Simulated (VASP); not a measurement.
N, 4 atoms in the cell. Symmetry: P4_2/mnm, No. 136, tetragonal system. The conventional cell has a = 4.098 Å, b = 4.098 Å, c = 5.364 Å, α = 90.00°, β = 90.00°, γ = 90.00°. N (site symmetry m2m) has 1 N at 1.11 Å within 1.5 Å. 

| Item | Value |
| --- | --- |
| Program | VASP 6.6.1 |
| Task | single point |
| Functional | PBEsol |
| Potentials or basis | VASP PAW PBE potentials, release 64 (N) |
| Cutoff | 520 eV |
| k mesh | 6 × 6 × 4 |
| Occupations | gaussian, width 0.01 eV |
| Spin | no spin polarisation |
| Dipole correction | no |
| Further INCAR settings | ALGO = Normal; EDIFF = 1e-07; NBANDS = 18 |

Potentials or basis: VASP PAW PBE potentials, release 64 (N).

Launch:

```bash
$ cat potpaw_PBE.64/N/POTCAR > POTCAR
$ mpirun -np 1 vasp_std > vasp.out
```

Hardware: 1 thread of Intel(R) Xeon(R) Platinum 8559C (Emerald Rapids), on a shared host.

How long does it take, and how much memory?

It took 27 s on 1 thread of Intel(R) Xeon(R) Platinum 8559C (Emerald Rapids), on a shared host, peak memory 0.18 GiB. Counts: scf iterations 14, k points 30.
